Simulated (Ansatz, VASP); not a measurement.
## One calculation of Ga5N, two programs

```
Ga N
1.0
     3.21694    0.00000    0.00000
    -1.60847    2.78595    0.00000
     0.00000    0.00000   15.32868
Ga N
5 1
Direct
  0.00000 0.00000 0.83634
  0.66667 0.33333 0.66780
  0.00000 0.00000 0.50000
  0.66667 0.33333 0.33220
  0.00000 0.00000 0.16366
  0.66667 0.33333 0.00000
```

Change from the starting cell: species swapped into the LiMg5 type (P-6m2, No. 187).

Alike in both runs: task single point; functional PBE; k mesh 6 × 6 × 1; occupations gaussian, width 0.1 eV; collinear spin.

```csv
,VASP,Ansatz
version,VASP 6.6.1,Ansatz 0.2.0
potentials or method,"VASP PAW PBE potentials, release 64 (Ga_d, N), cutoff 520 eV","scalar-relativistic, plane waves, PAW"
valence electrons in the cell,70,70
```

```tsv
	VASP	Ansatz	Ansatz less VASP
gap on the k mesh at the Fermi level (eV)	none	none	-
pressure (GPa)	-8.2	-6.5	+1.76
traceless stress, the component that is largest in VASP (GPa)	-4.24	-3.53	+0.714
rms of the force components (eV/Å)	0.302	0.109	-0.1932
net moment per atom (μB)	0.00	0.37	+0.373
size of the moment on the site where the two differ most (μB)	0.00	2.16	+2.157
```

The net moments are unlike, so the other rows may belong to different states. Site moments also hang on the region over which each program counts them. Atom by atom the forces differ by 0.197 eV/Å (rms over components). A gap of «none» marks a metal or a gap that the smearing closes.

The k mesh is coarse, so the values compare programs but aren't converged.
